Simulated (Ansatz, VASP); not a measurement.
W in VASP and in Ansatz

The input INCAR:

```
SYSTEM = W
PREC = Accurate ; ENCUT = 520
EDIFF = 1E-6 ; ISMEAR = 0
SIGMA = 0.1 ; LREAL = .False.
LASPH = .True. ; NELM = 100
ALGO = Normal ; ISIF = 2
LWAVE = .False. ; LCHARG = .False.
GGA = PS ; NBANDS = 13
```

The input KPOINTS:

```
regular mesh
0
Gamma
  18 18 18
  0 0 0
```

The input POSCAR:

```
W
1.0
   -1.5753051790      1.5753051790      1.5753051790
    1.5753051790     -1.5753051790      1.5753051790
    1.5753051790      1.5753051790     -1.5753051790
W
1
Direct
    0.0000000000      0.0000000000      0.0000000000
```

Input for Ansatz:

```yaml
crystal:
  lattice:
    - [-1.575305179, 1.575305179, 1.575305179]
    - [1.575305179, -1.575305179, 1.575305179]
    - [1.575305179, 1.575305179, -1.575305179]
  atoms:
    - { symbol: W, position: [0.0, 0.0, 0.0] }
basis:
  ecutwfc: 420
kpoints:
  mp_grid: { grid: [18, 18, 18] }
hamiltonian:
  xc: pbesol
scf:
  occupations: { method: gaussian, width: 0.1 }
output:
  forces: true
  stress: true
  eigenvalues: true
```

Alike in both runs: task single point; functional PBEsol; k mesh 18 × 18 × 18; occupations gaussian, width 0.1 eV; no spin polarisation.

|  | VASP | Ansatz |
| --- | --- | --- |
| version | VASP 6.6.1 | Ansatz 0.2.0 |
| potentials or method | VASP PAW PBE potentials, release 64 (W_sv), cutoff 520 eV | scalar-relativistic, plane waves, PAW |
| valence electrons in the cell | 14 | 14 |

Ansatz gave:

| Property | Result |
| --- | --- |
| gap on the k mesh at the Fermi level (eV) | none |
| pressure (GPa) | 1.2 |

Q: Estimate VASP's values.

A: gap on the k mesh at the Fermi level (eV): none; pressure (GPa): 1.8.

VASP's potentials were made for PBE, not for PBEsol. A gap of «none» marks a metal or a gap that the smearing closes.

Neither program's run includes spin-orbit coupling.
